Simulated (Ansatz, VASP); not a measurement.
**Two plane-wave programs on Si**

```
Si
1.0
     2.53240    0.00000    0.00000
     0.00000    2.53240    0.00000
     0.00000    0.00000    2.53240
Si
1
Direct
  0.00000 0.00000 0.00000
```

Alike in both runs: task single point; functional LDA; k mesh 14 × 14 × 14; occupations fermi-dirac, width 0.1 eV; no spin polarisation.

```csv
,VASP,Ansatz
version,VASP 6.6.1,Ansatz 0.2.0
potentials or method,"VASP PAW LDA potentials, release 64 (Si), cutoff 520 eV","plane waves (420 eV) with PAW, scalar-relativistic"
valence electrons in the cell,4,4
```

VASP gave:

| Property | Result |
| --- | --- |
| pressure (GPa) | -3.5 |

**Question.** Which values does Ansatz return?

**Answer.** Pressure (GPa): -3.6.

Ansatz warns that its potentials were made for another functional, while VASP's fit it. LDA's correlation is that of Perdew and Zunger in VASP and of Perdew and Wang (1992) in Ansatz.
